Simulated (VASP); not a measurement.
# Ga3Se (Pm-3m) in VASP: a series of runs

The runs below take Ga3Se through single point, with PBE.

Everything below comes from runs of VASP 6.6.1. Logs are shortened: lines on timing, memory, paths and dates and some standing lists are left out, and cuts for length are marked.

### Step 1. The cell of the first run

Symmetry: Pm-3m, No. 221, cubic system. The conventional cell has a = 4.432 Å, b = 4.432 Å, c = 4.432 Å, α = 90.00°, β = 90.00°, γ = 90.00°. Within 4.1 Å of Ga (site symmetry 4/mmm) lie 8 Ga at 3.13 Å and 4 Se at 3.13 Å. Se (site symmetry m-3m) has 12 Ga at 3.13 Å within 4.1 Å.

### Step 2. Single point, PBE

INCAR

```
  PREC = Accurate
  ENCUT = 520
  EDIFF = 1E-7
  ISMEAR = 0
  SIGMA = 0.1
  LREAL = F
  LASPH = T
  NELM = 60
  ALGO = Normal
  ISIF = 2
  LWAVE = F
  LCHARG = T
  GGA = PE
  LELF = T
  LVHAR = T
  NBANDS = 30
```

KPOINTS

```
regular mesh
0
Gamma
  4 4 4
```

POSCAR

```
Ga3Se
1.0
    4.4324650000      0.0000000000      0.0000000000
    0.0000000000      4.4324650000      0.0000000000
    0.0000000000      0.0000000000      4.4324650000
Ga Se
3 1
Direct
    0.0000000000      0.5000000000      0.5000000000
    0.5000000000      0.0000000000      0.5000000000
    0.5000000000      0.5000000000      0.0000000000
    0.0000000000      0.0000000000      0.0000000000
```

Potentials or basis: VASP PAW PBE potentials, release 64 (Ga_d, Se).

The run is started by

```bash
$ cat potpaw_PBE.64/Ga_d/POTCAR potpaw_PBE.64/Se/POTCAR > POTCAR
$ mpirun -np 1 vasp_std > vasp.out
```

OUTCAR:

```text
PREC = Accurate
   ENCUT = 520
   EDIFF = 1E-7
   ISMEAR = 0
   LREAL = F
   LASPH = T
   NELM = 60
   ISIF = 2
   GGA = PE

 ion  position               nearest neighbor table
   1  0.000  0.500  0.500-
   2  0.500  0.000  0.500-
   3  0.500  0.500  0.000-
   4  0.000  0.000  0.000-

  LATTYP: Found a simple cubic cell.
 ALAT       =     4.4324650000

  Lattice vectors:

 A1 = (   4.4324650000,   0.0000000000,   0.0000000000)
 A2 = (   0.0000000000,   4.4324650000,   0.0000000000)
 A3 = (   0.0000000000,   0.0000000000,   4.4324650000)

Analysis of symmetry for initial positions (statically):
=====================================================================
 Subroutine PRICEL returns:
 Original cell was already a primitive cell.

 Routine SETGRP: Setting up the symmetry group for a
 simple cubic supercell.

 Subroutine GETGRP returns: Found 48 space group operations
 (whereof 48 operations were pure point group operations)
 out of a pool of 48 trial point group operations.

The static configuration has the point symmetry O_h .

Analysis of symmetry for dynamics (positions and initial velocities):
=====================================================================
 Subroutine PRICEL returns:
 Original cell was already a primitive cell.

 Routine SETGRP: Setting up the symmetry group for a
 simple cubic supercell.

 Subroutine GETGRP returns: Found 48 space group operations
 (whereof 48 operations were pure point group operations)
 out of a pool of 48 trial point group operations.

The dynamic configuration has the point symmetry O_h .

 Subroutine INISYM returns: Found 48 space group operations
 (whereof 48 operations are pure point group operations),
 and found     1 'primitive' translations

----------------------------------------------------------------------------------------

                                     Primitive cell

  volume of cell :      87.0835

  direct lattice vectors                    reciprocal lattice vectors
     4.432465000  0.000000000  0.000000000     0.225608098  0.000000000  0.000000000
     0.000000000  4.432465000  0.000000000     0.000000000  0.225608098  0.000000000
     0.000000000  0.000000000  4.432465000     0.000000000  0.000000000  0.225608098

  length of vectors
     4.432465000  4.432465000  4.432465000     0.225608098  0.225608098  0.225608098

  position of ions in fractional coordinates (direct lattice)
     0.000000000  0.500000000  0.500000000
     0.500000000  0.000000000  0.500000000
     0.500000000  0.500000000  0.000000000
     0.000000000  0.000000000  0.000000000

  ion indices of the primitive-cell ions
   primitive index   ion index
                 1           1
                 2           2
                 3           3
                 4           4

----------------------------------------------------------------------------------------

 KPOINTS: regular mesh

Automatic generation of k-mesh.
 Grid dimensions read from file:
 generate k-points for:    4    4    4

 Generating k-lattice:

  Cartesian coordinates                     Fractional coordinates (reciprocal lattice)
     0.056402025  0.000000000  0.000000000     0.250000000  0.000000000  0.000000000
     0.000000000  0.056402025  0.000000000     0.000000000  0.250000000  0.000000000
     0.000000000  0.000000000  0.056402025     0.000000000  0.000000000  0.250000000

  Length of vectors
     0.056402025  0.056402025  0.056402025

  Shift w.r.t. Gamma in fractional coordinates (k-lattice)
     0.000000000  0.000000000  0.000000000

 Subroutine IBZKPT returns following result:
 ===========================================

 Found     10 irreducible k-points:

 Following reciprocal coordinates:
            Coordinates               Weight
  0.000000  0.000000  0.000000      1.000000
  0.250000  0.000000  0.000000      6.000000
  0.500000  0.000000  0.000000      3.000000
  0.250000  0.250000  0.000000     12.000000
  0.500000  0.250000  0.000000     12.000000
  0.500000  0.500000  0.000000      3.000000
  0.250000  0.250000  0.250000      8.000000
  0.500000  0.250000  0.250000     12.000000
  0.500000  0.500000  0.250000      6.000000
  0.500000  0.500000  0.500000      1.000000
   k-points           NKPTS =     10   k-points in BZ     NKDIM =     10   number of bands    NBANDS=     30
   number of dos      NEDOS =    301   number of ions     NIONS =      4
   total plane-waves  NPLWV =  46656
   dimension x,y,z NGX =    36 NGY =   36 NGZ =   36
   dimension x,y,z NGXF=    72 NGYF=   72 NGZF=   72
   ions per type =               3   1
   NGX,Y,Z   is equivalent  to a cutoff of  13.50, 13.50, 13.50 a.u.
   NGXF,Y,Z  is equivalent  to a cutoff of  27.00, 27.00, 27.00 a.u.
 SYSTEM =  unknown system
   PREC   = accura    normal or accurate (medium, high low for compatibility)
   ISTART =      0    job   : 0-new  1-cont  2-samecut
   ICHARG =      2    charge: 1-file 2-atom 10-const
   ISPIN  =      1    spin polarized calculation?
   LNONCOLLINEAR =      F non collinear calculations
   LSORBIT =      F    spin-orbit coupling
   LASPH  =      T    aspherical Exc in radial PAW
   ENCUT  =  520.0 eV  38.22 Ry    6.18 a.u.   8.24  8.24  8.24*2*pi/ulx,y,z
   NELM   =     60;   NELMIN=  2; NELMDL= -5     # of ELM steps
   EDIFF  = 0.1E-06   stopping-criterion for ELM
   LREAL  =      F    real-space projection
   EDIFFG = 0.1E-05   stopping-criterion for IOM
   NSW    =      0    number of steps for IOM
   IBRION =     -1    ionic relax: 0-MD 1-quasi-New 2-CG
   NFREE  =      0    steps in history (QN), initial steepest desc. (CG)
   ISIF   =      2    stress and relaxation
   ISYM   =      2    0-nonsym 1-usesym 2-fastsym
   POTIM  = 0.5000    time-step for ionic-motion
   TEBEG  =    0.0;   TEEND  =   0.0 temperature during run
   PSTRESS=    0.0 pullay stress
   NELECT =      45.0000    total number of electrons
   NUPDOWN=      -1.0000    fix difference up-down
   EMIN   =  10.00;   EMAX   =-10.00  energy-range for DOS
   EFERMI =   0.00;   METHOD = LEGACY
   ISMEAR =     0;   SIGMA  =   0.10  broadening in eV -4-tet -1-fermi 0-gaus
   EFERMI_NEDOS =   21; number of points for ismear=-14 and -15
   IALGO  =     38    algorithm
   IMIX   =      4    mixing-type and parameters
     AMIX     =   0.40;   BMIX     =  1.00
     AMIX_MAG =   1.60;   BMIX_MAG =  1.00
  volume/ion in A,a.u.               =      21.77       146.92
  Fermi-wavevector in a.u.,A,eV,Ry     =   1.313713  2.482557 23.481488  1.725841
  Thomas-Fermi vector in A             =   2.444016
   LORBIT       =      0    0 simple, 1 ext, 2 COOP (PROOUT), +10 PAW based schemes
   GGA     = PE    functional components
   LHFCALC =     F    Hartree Fock is set to
   AEXX    =    0.0000 exact exchange contribution
   IVDW    =     0    specifies the selected vdW correction
   LEPSILON=     F    determine dielectric tensor
   LRPA    =     F    only Hartree local field effects (RPA)
 non-spin polarized calculation
 Gauss-broadening in eV      SIGMA  =   0.10
  energy-cutoff  :      520.00
  volume of cell :       87.08
 maximum number of plane-waves:      2360
 NGX is ok and might be reduce to    36
   NGX = 17   NGY = 17   NGZ = 17

 number of electron      44.9999944 magnetization

 Free energy of the ion-electron system (eV)
  ---------------------------------------------------
  ext. energy  EPLUGINS =         0.00000000
  ---------------------------------------------------
  free energy    TOTEN  =       -12.36796310 eV

  energy without entropy =      -12.35824669  energy(sigma->0) =      -12.36310489

 E-fermi :   4.6547     XC(G=0): -10.2646

 val. band max:        4.6243724747   @ k =   0.5000   0.2500   0.2500
 cond. band min:       4.8842788707   @ k =   0.5000   0.2500   0.0000
 fundamental gap:      0.2599063960
 Fermi energy:         4.6546978972

 k-point     1 :       0.0000    0.0000    0.0000
  band No.  band energies     occupation
      1     -10.4188      2.00000
      2     -10.4001      2.00000
      3     -10.4001      2.00000
      4     -10.4001      2.00000
      5     -10.3490      2.00000
      6     -10.3490      2.00000
[... 22 lines left out ...]
     29      10.6264      0.00000
     30      11.7404      0.00000

 k-point     2 :       0.2500    0.0000    0.0000
  band No.  band energies     occupation
      1     -10.3938      2.00000
      2     -10.3842      2.00000
      3     -10.3706      2.00000
      4     -10.3706      2.00000
      5     -10.3447      2.00000
      6     -10.3285      2.00000
[... 22 lines left out ...]
     29      11.7860      0.00000
     30      11.9813      0.00000

 k-point     3 :       0.5000    0.0000    0.0000
  band No.  band energies     occupation
      1     -10.3868      2.00000
      2     -10.3473      2.00000
      3     -10.3201      2.00000
      4     -10.3162      2.00000
      5     -10.3162      2.00000
      6     -10.2976      2.00000
[... 22 lines left out ...]
     29       9.1930      0.00000
     30      10.8458      0.00000

 k-point     4 :       0.2500    0.2500    0.0000
  band No.  band energies     occupation
      1     -10.3743      2.00000
      2     -10.3737      2.00000
      3     -10.3546      2.00000
      4     -10.3447      2.00000
      5     -10.3338      2.00000
      6     -10.3136      2.00000
[... 22 lines left out ...]
     29       9.6201      0.00000
     30      10.3345      0.00000

 k-point     5 :       0.5000    0.2500    0.0000
  band No.  band energies     occupation
      1     -10.3602      2.00000
      2     -10.3428      2.00000
      3     -10.3385      2.00000
      4     -10.3237      2.00000
      5     -10.3087      2.00000
      6     -10.3033      2.00000
[... 22 lines left out ...]
     29       8.7456      0.00000
     30      11.1367      0.00000
[... 64 lines left out ...]
     29      10.5017      0.00000
     30      12.6470      0.00000

 k-point     8 :       0.5000    0.2500    0.2500
  band No.  band energies     occupation
      1     -10.3884      2.00000
      2     -10.3573      2.00000
      3     -10.3403      2.00000
      4     -10.3301      2.00000
      5     -10.3166      2.00000
      6     -10.3162      2.00000
[... 22 lines left out ...]
     29      10.8989      0.00000
     30      11.0440      0.00000

 k-point     9 :       0.5000    0.5000    0.2500
  band No.  band energies     occupation
      1     -10.4205      2.00000
      2     -10.3439      2.00000
      3     -10.3439      2.00000
      4     -10.3349      2.00000
      5     -10.3228      2.00000
      6     -10.3228      2.00000
[... 22 lines left out ...]
     29      11.0199      0.00000
     30      12.6652      0.00000

 k-point    10 :       0.5000    0.5000    0.5000
  band No.  band energies     occupation
      1     -10.4650      2.00000
      2     -10.3485      2.00000
      3     -10.3485      2.00000
      4     -10.3485      2.00000
      5     -10.3392      2.00000
      6     -10.3392      2.00000
[... 22 lines left out ...]
     29      13.1981      0.00000
     30      13.1981      0.00000

------------------------ aborting loop because EDIFF is reached ----------------------------------------

  FORCE on cell =-STRESS in cart. coord.  units (eV):
  Direction    XX          YY          ZZ          XY          YZ          ZX
  --------------------------------------------------------------------------------------
  -------------------------------------------------------------------------------------
  Total       -0.0517462     -0.0517462     -0.0517462     -0.0000000     -0.0000000      0.0000000
  in kB       -0.9520347     -0.9520347     -0.9520347     -0.0000000     -0.0000000      0.0000000
  external PRESSURE =      -0.9520347 kB  Pullay stress =       0.0000000 kB

 VOLUME and BASIS-vectors are now :
 -----------------------------------------------------------------------------
  energy-cutoff  :      520.00
  volume of cell :       87.08
      direct lattice vectors                 reciprocal lattice vectors
     4.432465000  0.000000000  0.000000000     0.225608098  0.000000000  0.000000000
     0.000000000  4.432465000  0.000000000     0.000000000  0.225608098  0.000000000
     0.000000000  0.000000000  4.432465000     0.000000000  0.000000000  0.225608098

 POSITION                                       TOTAL-FORCE (eV/Angst)
 -----------------------------------------------------------------------------------
      0.00000      2.21623      2.21623         0.000000      0.000000      0.000000
      2.21623      0.00000      2.21623         0.000000      0.000000      0.000000
      2.21623      2.21623      0.00000         0.000000      0.000000      0.000000
      0.00000      0.00000      0.00000         0.000000      0.000000      0.000000
 -----------------------------------------------------------------------------------
    total drift:                                0.000000      0.000000      0.000000

  FREE ENERGIE OF THE ION-ELECTRON SYSTEM (eV)
  ---------------------------------------------------
  free  energy   TOTEN  =       -12.3679630967 eV

  energy  without entropy=      -12.3582466893  energy(sigma->0) =      -12.36310489
```

It took 18 s on 1 thread of Intel Xeon Platinum 8488C (Sapphire Rapids), shared host; peak memory 0.2 GiB.

Results:

```
Free energy : -12.3680 eV
Pressure    : -0.1 GPa
```

Levels at points of the mesh, in eV from the Fermi level:
```
           k point  band 19  band 20  band 21  band 22  band 23  band 24  band 25  band 26  band 27  band 28
(0.00, 0.00, 0.00)    -3.72    -3.72    -2.87    -2.87     1.59     1.59     1.59     4.39     4.39     4.39
(0.50, 0.00, 0.00)    -2.78    -2.78    -2.20    -1.05    -0.28    -0.28     1.17     3.96     4.16     4.16
(0.50, 0.50, 0.00)    -6.42    -2.14    -0.79    -0.72    -0.72     1.32     1.65     1.65     1.82     5.28
(0.50, 0.50, 0.50)    -5.10    -4.86    -4.86    -4.86    -3.52     3.97     3.97     3.97     8.48     8.49
```

(Part 1 of 2 ends here.)
